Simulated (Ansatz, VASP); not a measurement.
## One calculation of BaTiO3, two programs

```
Ba Ti O
1.0
     4.00730    0.06011    0.06011
     0.06011    4.00730    0.06011
     0.06011    0.06011    4.00730
Ba Ti O
1 1 3
Direct
  0.50000 0.50000 0.50000
  0.00000 0.00000 0.00000
  0.50000 0.00000 0.00000
  0.00000 0.50000 0.00000
  0.00000 0.00000 0.50000
```

Change from the starting cell: equal xy, yz and zx shear strains of +3 %, crystal datasets.

Alike in both runs: task electric field gradients; functional LDA; k mesh 8 × 8 × 8; occupations fermi-dirac, width 0.05 eV; no spin polarisation.

|  | VASP | Ansatz |
| --- | --- | --- |
| version | VASP 6.6.1 | Ansatz 0.2.0 |
| potentials or method | VASP PAW LDA potentials, release 64 (Ba_sv, Ti_sv, O), cutoff 520 eV | all-electron PAW with datasets made for the crystal, scalar-relativistic |

```csv
,VASP,Ansatz,Ansatz less VASP
pressure (GPa),-7.2,-9.2,-1.99
"traceless stress, the component that is largest in VASP (GPa)",-3.65,-3.53,+0.116
size of Vzz on the site where it differs most (V/Å²),44.5,41.4,-3.09
```

LDA's correlation is that of Perdew and Zunger in VASP and of Perdew and Wang (1992) in Ansatz. Ansatz ran all-electron here, and VASP with PAW potentials.

Spin-orbit coupling is off throughout.
